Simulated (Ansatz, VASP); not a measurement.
**One calculation of Ge, two programs**

```
Ge
1.0
     2.88721    0.00000    0.00000
    -1.44361    2.50040    0.00000
     0.00000    0.00000    9.20229
Ge
4
Direct
  0.00000 0.00000 0.00000
  0.00000 0.00000 0.50000
  0.33333 0.66667 0.25000
  0.66667 0.33333 0.75000
```

Alike in both runs: task single point; functional LDA; k mesh 14 × 14 × 4; occupations fermi-dirac, width 0.1 eV; no spin polarisation.

```csv
,VASP,Ansatz
version,VASP 6.6.1,Ansatz 0.2.0
potentials or method,"VASP PAW LDA potentials, release 64 (Ge_d), cutoff 520 eV","plane waves (420 eV) with PAW, scalar-relativistic"
valence electrons in the cell,56,56
```

```csv
,VASP,Ansatz,Ansatz less VASP
pressure (GPa),7.9,7.8,-0.11
"traceless stress, the component that is largest in VASP (GPa)",1.16,1.19,+0.034
```

Ansatz warns that its potentials were made for another functional, while VASP's fit it. LDA's correlation is that of Perdew and Zunger in VASP and of Perdew and Wang (1992) in Ansatz.
